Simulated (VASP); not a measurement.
A run of VASP 6.6.1 is set up as follows.

The input INCAR:

```
PREC     = Accurate       # precision mode
ENCUT    = 520            # plane-wave cutoff, eV
EDIFF    = 1E-6           # SCF threshold, eV
ISMEAR   = -1             # smearing method
SIGMA    = 0.02           # smearing width, eV
LREAL    = Auto         
LASPH    = T              # aspherical terms in the spheres
NELM     = 80             # most SCF steps
ALGO     = Normal         # electronic algorithm
ISIF     = 2              # what is computed and relaxed
LWAVE    = F              # write WAVECAR
LCHARG   = F              # write CHGCAR
GGA      = CA             # functional
NBANDS   = 101            # bands
```

KPOINTS

```
Automatic mesh
0
Gamma
  1 1 1
```

File POSCAR:

```
CSO
1.0
    9.0734730000      0.0000000000      0.0000000000
    0.0000000000      9.0734730000      0.0000000000
    0.0000000000      0.0000000000      9.0734730000
O C S
10 10 10
Direct
    0.4391592944      0.9267454700      0.9109191155
    0.1175183968      0.4330425626      0.1280215415
    0.6371981269      0.3288707643      0.9133988716
    0.9499780294      0.8529699708      0.2422666602
    0.2731919740      0.1850008260      0.8971206505
    0.4047402797      0.4286781919      0.2222743155
    0.9297211773      0.8712099546      0.7395624586
    1.1230870473      0.5670375610      0.7758771090
    0.3444656748      0.9390671025      0.3236798082
    0.7499664131      0.1226542472      0.4391041887
    0.4143837757      0.8655450895      0.7963213204
    0.1609747447      0.5576585724      0.1144765626
    0.6295163936      0.2416274342      0.8190248651
    0.9363779448      0.7525894440      0.3207151220
    0.1931234049      0.1325622504      0.9815425692
    0.4660178082      0.4251404065      0.3322873171
    0.8685097757      0.7810901074      0.8070448879
    1.0933850798      0.4448792651      0.7499002863
    0.2330970732      0.9604921952      0.3890902635
    0.7572183220      0.1660444683      0.3187533594
    0.3770110960      0.8020853757      0.6448137334
    0.2509954017      0.6974947741      0.0841243480
    0.6523301497      0.1085582114      0.7133321497
    0.9324764619      0.6199059610      0.4189906114
    0.0734118016      0.0632172488      1.0877973627
    0.5280998797      0.4115623643      0.4865391675
    0.7562153984      0.6820100749      0.9034578050
    1.0071556944      0.3102119773      0.7081522147
    0.0997633431      0.9947018082      0.4950474862
    0.7498231383      0.2034391903      0.1466803285
```

Potentials or basis: VASP PAW LDA potentials, release 64 (O, C, S).

Launch:

```bash
$ cat potpaw_LDA.64/O/POTCAR potpaw_LDA.64/C/POTCAR potpaw_LDA.64/S/POTCAR > POTCAR
$ mpirun -np 1 vasp_gam > vasp.out
```

**Question.** What does it give for the pressure?

**Answer.** 0.3 GPa.

**Question.** What does it give for the largest force?

**Answer.** 3.625 eV/Å.

**Question.** What does it give for the band gap on the k mesh?

**Answer.** 3.74 eV.

Stress tensor (GPa, compression positive):
```
-0.63  0.25  1.41
 0.25  0.76 -0.43
 1.41 -0.43  0.69
```

Caveat: the k points lie up to 0.69 Å⁻¹ apart.
